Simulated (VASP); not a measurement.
# Mg3ZnS4 (Pm) in VASP: single point with PBEsol

Aim: the single point of Mg3ZnS4 with PBEsol.

Everything below comes from runs of VASP 6.6.1. Logs are shortened: lines on timing, memory, paths and dates and some standing lists are left out, and cuts for length are marked.

**1. The cell of the first run**

Symmetry: Pm, No. 6, monoclinic system. The conventional cell has a = 3.638 Å, b = 10.277 Å, c = 3.638 Å, α = 90.00°, β = 90.00°, γ = 90.00°. Mg (site symmetry 1) has 6 S at 2.54 to 2.60 Å within 3.4 Å. Within 3.4 Å of Mg (site symmetry m) lie 6 S at 2.57 to 2.62 Å. Within 3.3 Å of Zn (site symmetry m) lie 6 S at 2.52 to 2.59 Å. Within 3.3 Å of S (site symmetry 1) lie 1 Zn at 2.52 Å and 5 Mg at 2.57 to 2.62 Å. Within 3.4 Å of S (site symmetry m) lie 2 Mg at 2.54 Å and 4 Zn at 2.55 to 2.59 Å. S (site symmetry m) has 6 Mg at 2.57 to 2.60 Å within 3.4 Å.

**2. Single point, PBEsol**

Contents of INCAR:

```
SYSTEM = Mg3ZnS4
PREC = Accurate ; ENCUT = 520
EDIFF = 1E-7 ; ISMEAR = -1
SIGMA = 0.05 ; LREAL = .False.
LASPH = .True. ; NELM = 100
ALGO = Normal ; ISIF = 2
LWAVE = .False. ; LCHARG = .False.
GGA = PS ; NBANDS = 31
```

Contents of KPOINTS:

```
regular mesh
0
Gamma
  6 6 2
  0 0 0
```

Contents of POSCAR:

```
Mg3ZnS4
1.0
    3.6378247158     -0.0000987803      0.0000130318
   -0.0001001168      3.6378473385     -0.0000039147
    0.0000296471     -0.0000091111     10.2772402835
Mg Zn S
3 1 4
Direct
    0.4948615759      0.5029888386      0.7568771667
   -0.0050332237      0.0029604908      0.5039739842
    0.4948597518      0.5029941354      0.2510756100
    0.0002808811      0.0014038916      0.0039751751
   -0.0053314437      0.0030332540      0.2492585519
    0.4947560981      0.5029911212      0.0039757454
   -0.0053307715      0.0030344827      0.7586996787
    0.4949393988      0.5029601701      0.5039786115
```

Potentials or basis: VASP PAW PBE potentials, release 64 (Mg, Zn, S).

Started as:

```console
$ cat potpaw_PBE.64/Mg/POTCAR potpaw_PBE.64/Zn/POTCAR potpaw_PBE.64/S/POTCAR > POTCAR
$ mpirun -np 1 vasp_std > vasp.out
```

OUTCAR:

```text
SYSTEM = Mg3ZnS4
   PREC = Accurate
   ENCUT = 520
   EDIFF = 1E-7
   ISMEAR = -1
   LREAL = .False.
   LASPH = .True.
   NELM = 100
   ISIF = 2
   GGA = PS

 ion  position               nearest neighbor table
   1  0.495  0.503  0.757-   6 2.54   7 2.57   7 2.57   7 2.57   7 2.57   8 2.60   2 3.66   2 3.66
                             2 3.66   2 3.66
   2  0.995  0.003  0.504-   8 2.57   8 2.57   8 2.57   8 2.57   5 2.62   7 2.62   3 3.66   3 3.66
                             1 3.66   1 3.66   3 3.66   1 3.66   3 3.66   1 3.66
   3  0.495  0.503  0.251-   6 2.54   5 2.57   5 2.57   5 2.57   5 2.57   8 2.60   2 3.66   2 3.66
                             2 3.66   2 3.66
   4  0.000  0.001  0.004-   7 2.52   5 2.52   6 2.55   6 2.56   6 2.58   6 2.59
   5  0.995  0.003  0.249-   4 2.52   3 2.57   3 2.57   3 2.57   3 2.57   2 2.62
   6  0.495  0.503  0.004-   1 2.54   3 2.54   4 2.55   4 2.56   4 2.58   4 2.59
   7  0.995  0.003  0.759-   4 2.52   1 2.57   1 2.57   1 2.57   1 2.57   2 2.62
   8  0.495  0.503  0.504-   2 2.57   2 2.57   2 2.57   2 2.57   1 2.60   3 2.60

  LATTYP: Found a base centered orthorhombic cell.
 ALAT       =     5.1445364058
 B/A-ratio  =     1.0000546761
 C/A-ratio  =     1.9976999817

  Lattice vectors:

 A1 = (   3.6378247158,  -0.0000987803,   0.0000130318)
 A2 = (  -0.0001001168,   3.6378473385,  -0.0000039147)
 A3 = (   0.0000296471,  -0.0000091111,  10.2772402835)

Analysis of symmetry for initial positions (statically):
=====================================================================
 Subroutine PRICEL returns:
 Original cell was already a primitive cell.

 Routine SETGRP: Setting up the symmetry group for a
 base centered orthorhombic supercell.

 Subroutine GETGRP returns: Found  2 space group operations
 (whereof  1 operations were pure point group operations)
 out of a pool of  8 trial point group operations.

The static configuration has the point symmetry C_1 .
 The point group associated with its full space group is C_1h.

Analysis of symmetry for dynamics (positions and initial velocities):
=====================================================================
 Subroutine PRICEL returns:
 Original cell was already a primitive cell.

 Routine SETGRP: Setting up the symmetry group for a
 base centered orthorhombic supercell.

 Subroutine GETGRP returns: Found  2 space group operations
 (whereof  1 operations were pure point group operations)
 out of a pool of  8 trial point group operations.

The dynamic configuration has the point symmetry C_1 .
 The point group associated with its full space group is C_1h.

 Subroutine INISYM returns: Found  2 space group operations
 (whereof  1 operations are pure point group operations),
 and found     1 'primitive' translations

----------------------------------------------------------------------------------------

                                     Primitive cell

  volume of cell :     136.0075

  direct lattice vectors                    reciprocal lattice vectors
     3.637824716 -0.000098780  0.000013032     0.274889550  0.000007565 -0.000000793
    -0.000100117  3.637847338 -0.000003915     0.000007464  0.274887841  0.000000244
     0.000029647 -0.000009111 10.277240283    -0.000000349  0.000000105  0.097302386

  length of vectors
     3.637824717  3.637847340 10.277240284     0.274889551  0.274887841  0.097302386

  position of ions in fractional coordinates (direct lattice)
     0.494861576  0.502988839  0.756877167
     0.994966776  0.002960491  0.503973984
     0.494859752  0.502994135  0.251075610
     0.000280881  0.001403892  0.003975175
     0.994668556  0.003033254  0.249258552
     0.494756098  0.502991121  0.003975745
     0.994669229  0.003034483  0.758699679
     0.494939399  0.502960170  0.503978612

  ion indices of the primitive-cell ions
   primitive index   ion index
                 1           1
                 2           2
                 3           3
                 4           4
                 5           5
                 6           6
                 7           7
                 8           8

----------------------------------------------------------------------------------------

 KPOINTS: regular mesh

Automatic generation of k-mesh.
 Grid dimensions read from file:
 generate k-points for:    6    6    2

 Generating k-lattice:

  Cartesian coordinates                     Fractional coordinates (reciprocal lattice)
     0.045814925  0.000001261 -0.000000132     0.166666667  0.000000000 -0.000000000
     0.000001244  0.045814640  0.000000041    -0.000000000  0.166666667  0.000000000
    -0.000000174  0.000000052  0.048651193    -0.000000000  0.000000000  0.500000000

  Length of vectors
     0.045814925  0.045814640  0.048651193

  Shift w.r.t. Gamma in fractional coordinates (k-lattice)
     0.000000000  0.000000000  0.000000000

 Subroutine IBZKPT returns following result:
 ===========================================

 Found     40 irreducible k-points:

 Following reciprocal coordinates:
            Coordinates               Weight
  0.000000  0.000000  0.000000      1.000000
  0.166667 -0.000000  0.000000      2.000000
  0.000000  0.166667 -0.000000      2.000000
  0.333333 -0.000000  0.000000      2.000000
  0.000000  0.333333  0.000000      2.000000
  0.500000 -0.000000  0.000000      1.000000
[... 16 lines left out ...]
  0.000000  0.166667  0.500000      2.000000
  0.333333 -0.000000  0.500000      2.000000
 [... further k-points ...]
   k-points           NKPTS =     40   k-points in BZ     NKDIM =     40   number of bands    NBANDS=     31
   number of dos      NEDOS =    301   number of ions     NIONS =      8
   total plane-waves  NPLWV =  62720
   dimension x,y,z NGX =    28 NGY =   28 NGZ =   80
   dimension x,y,z NGXF=    56 NGYF=   56 NGZF=  160
   ions per type =               3   1   4
   NGX,Y,Z   is equivalent  to a cutoff of  12.80, 12.80, 12.94 a.u.
   NGXF,Y,Z  is equivalent  to a cutoff of  25.59, 25.59, 25.88 a.u.
 SYSTEM =  Mg3ZnS4
   PREC   = accura    normal or accurate (medium, high low for compatibility)
   ISTART =      0    job   : 0-new  1-cont  2-samecut
   ICHARG =      2    charge: 1-file 2-atom 10-const
   ISPIN  =      1    spin polarized calculation?
   LNONCOLLINEAR =      F non collinear calculations
   LSORBIT =      F    spin-orbit coupling
   LASPH  =      T    aspherical Exc in radial PAW
   ENCUT  =  520.0 eV  38.22 Ry    6.18 a.u.   6.76  6.76 19.11*2*pi/ulx,y,z
   NELM   =    100;   NELMIN=  2; NELMDL= -5     # of ELM steps
   EDIFF  = 0.1E-06   stopping-criterion for ELM
   LREAL  =      F    real-space projection
   EDIFFG = 0.1E-05   stopping-criterion for IOM
   NSW    =      0    number of steps for IOM
   IBRION =     -1    ionic relax: 0-MD 1-quasi-New 2-CG
   NFREE  =      0    steps in history (QN), initial steepest desc. (CG)
   ISIF   =      2    stress and relaxation
   ISYM   =      2    0-nonsym 1-usesym 2-fastsym
   POTIM  = 0.5000    time-step for ionic-motion
   TEBEG  =    0.0;   TEEND  =   0.0 temperature during run
   PSTRESS=    0.0 pullay stress
   NELECT =      42.0000    total number of electrons
   NUPDOWN=      -1.0000    fix difference up-down
   EMIN   =  10.00;   EMAX   =-10.00  energy-range for DOS
   EFERMI =   0.00;   METHOD = LEGACY
   ISMEAR =    -1;   SIGMA  =   0.05  broadening in eV -4-tet -1-fermi 0-gaus
   EFERMI_NEDOS =   21; number of points for ismear=-14 and -15
   IALGO  =     38    algorithm
   IMIX   =      4    mixing-type and parameters
     AMIX     =   0.40;   BMIX     =  1.00
     AMIX_MAG =   1.60;   BMIX_MAG =  1.00
  volume/ion in A,a.u.               =      17.00       114.73
  Fermi-wavevector in a.u.,A,eV,Ry     =   1.106548  2.091073 16.659640  1.224449
  Thomas-Fermi vector in A             =   2.243051
   LORBIT       =      0    0 simple, 1 ext, 2 COOP (PROOUT), +10 PAW based schemes
   GGA     = PS    functional components
   LHFCALC =     F    Hartree Fock is set to
   AEXX    =    0.0000 exact exchange contribution
   IVDW    =     0    specifies the selected vdW correction
   LEPSILON=     F    determine dielectric tensor
   LRPA    =     F    only Hartree local field effects (RPA)
 non-spin polarized calculation
  energy-cutoff  :      520.00
  volume of cell :      136.01
 maximum number of plane-waves:      3732
   NGX = 13   NGY = 13   NGZ = 39

 number of electron      41.9999992 magnetization

 Free energy of the ion-electron system (eV)
  ---------------------------------------------------
  ext. energy  EPLUGINS =         0.00000000
  ---------------------------------------------------
  free energy    TOTEN  =       -34.20074144 eV

  energy without entropy =      -34.20073836  energy(sigma->0) =      -34.20073990

 E-fermi :   4.5974     XC(G=0): -10.1980

 val. band max:        4.0629233957   @ k =   0.5000  -0.0000   0.0000
 cond. band min:       5.0582051430   @ k =   0.5000   0.5000  -0.0000
 fundamental gap:      0.9952817472
 Fermi energy:         4.5974307334

 k-point     1 :       0.0000    0.0000    0.0000
  band No.  band energies     occupation
      1      -9.2088      2.00000
      2      -8.4324      2.00000
      3      -8.3479      2.00000
      4      -7.3808      2.00000
      5      -2.0503      2.00000
      6      -2.0438      2.00000
[... 23 lines left out ...]
     30      11.9162      0.00000
     31      11.9177      0.00000

 k-point     2 :       0.1667   -0.0000    0.0000
  band No.  band energies     occupation
      1      -9.0125      2.00000
      2      -8.2830      2.00000
      3      -8.2119      2.00000
      4      -7.3566      2.00000
      5      -2.0717      2.00000
      6      -2.0318      2.00000
[... 740 lines left out ...]
 k-point    24 :       0.3333   -0.0000    0.5000
  band No.  band energies     occupation
      1      -8.3529      2.00000
      2      -8.2833      2.00000
      3      -7.5797      2.00000
      4      -7.5342      2.00000
      5      -2.2274      2.00000
      6      -2.1765      2.00000
[... 23 lines left out ...]
     30      11.2166      0.00000
     31      11.2241      0.00000

 [... further k-points ...]

------------------------ aborting loop because EDIFF is reached ----------------------------------------

  FORCE on cell =-STRESS in cart. coord.  units (eV):
  Direction    XX          YY          ZZ          XY          YZ          ZX
  --------------------------------------------------------------------------------------
  -------------------------------------------------------------------------------------
  Total       -0.0646569     -0.0652074     -0.0599926     -0.0001692      0.0000001     -0.0000004
  in kB       -0.7616626     -0.7681477     -0.7067167     -0.0019934      0.0000014     -0.0000048
  external PRESSURE =      -0.7455090 kB  Pullay stress =       0.0000000 kB

 VOLUME and BASIS-vectors are now :
 -----------------------------------------------------------------------------
  energy-cutoff  :      520.00
  volume of cell :      136.01
      direct lattice vectors                 reciprocal lattice vectors
     3.637824716 -0.000098780  0.000013032     0.274889550  0.000007565 -0.000000793
    -0.000100117  3.637847338 -0.000003915     0.000007464  0.274887841  0.000000244
     0.000029647 -0.000009111 10.277240283    -0.000000349  0.000000105  0.097302386

 POSITION                                       TOTAL-FORCE (eV/Angst)
 -----------------------------------------------------------------------------------
      1.80019      1.82974      7.77861         0.000060     -0.000201     -0.001061
      3.61953      0.01067      5.17947         0.000172     -0.000185      0.000000
      1.80017      1.82976      2.58037         0.000060     -0.000201      0.001061
      0.00102      0.00511      0.04085        -0.001921      0.000979     -0.000000
      3.61844      0.01093      2.56170         0.000042      0.000040      0.017370
      1.79979      1.82976      0.04086         0.001492     -0.000429      0.000000
      3.61845      0.01093      7.79735         0.000042      0.000040     -0.017370
      1.80047      1.82964      5.17951         0.000054     -0.000042      0.000000
 -----------------------------------------------------------------------------------
    total drift:                                0.000269      0.000103     -0.055874

  FREE ENERGIE OF THE ION-ELECTRON SYSTEM (eV)
  ---------------------------------------------------
  free  energy   TOTEN  =       -34.2007414425 eV

  energy  without entropy=      -34.2007383590  energy(sigma->0) =      -34.20073990
```

Wall time 2 min (1 thread of Intel Xeon 6975P-C (Granite Rapids), shared host); peak memory 0.32 GiB.

What came out:

* Free energy: -34.2007 eV
* Pressure: -0.1 GPa
* Largest force: 0.017 eV/Å
* Band gap on the k mesh: 1.00 eV (least direct gap 1.62 eV)

Forces on the atoms (eV/Å):
```
Mg   0.000  0.000 -0.001
Mg   0.000  0.000  0.000
Mg   0.000  0.000  0.001
Zn  -0.002  0.001  0.000
S    0.000  0.000  0.017
S    0.001  0.000  0.000
S    0.000  0.000 -0.017
S    0.000  0.000  0.000
```

Levels at points of the mesh, in eV from the valence-band top:
```
           k point  band 18  band 19  band 20  band 21  band 22  band 23  band 24  band 25
(0.00, 0.00, 0.00)    -1.26    -0.34    -0.31    -0.31     1.31     3.27     4.07     4.30
(0.50, 0.00, 0.00)    -0.90    -0.87    -0.38     0.00     3.97     4.11     4.88     5.08
(0.00, 0.50, 0.00)    -0.90    -0.87    -0.38     0.00     3.97     4.11     4.88     5.08
(0.50, 0.50, 0.00)    -2.24    -2.12    -2.12    -2.06     1.00     2.53     4.19     4.19
(0.00, 0.00, 0.50)    -0.68    -0.68    -0.62    -0.62     1.72     3.01     4.18     4.47
(0.50, 0.00, 0.50)    -1.03    -0.98    -0.89     0.00     4.57     4.94     4.99     5.05
(0.00, 0.50, 0.50)    -1.03    -0.97    -0.89     0.00     4.57     4.94     4.99     5.05
(0.50, 0.50, 0.50)    -2.69    -2.58    -2.48    -2.42     1.77     3.21     3.55     3.59
```

Caveat: the PAW data sets were made with another functional, which shifts forces and pressure a little. A k mesh can miss the band edges.
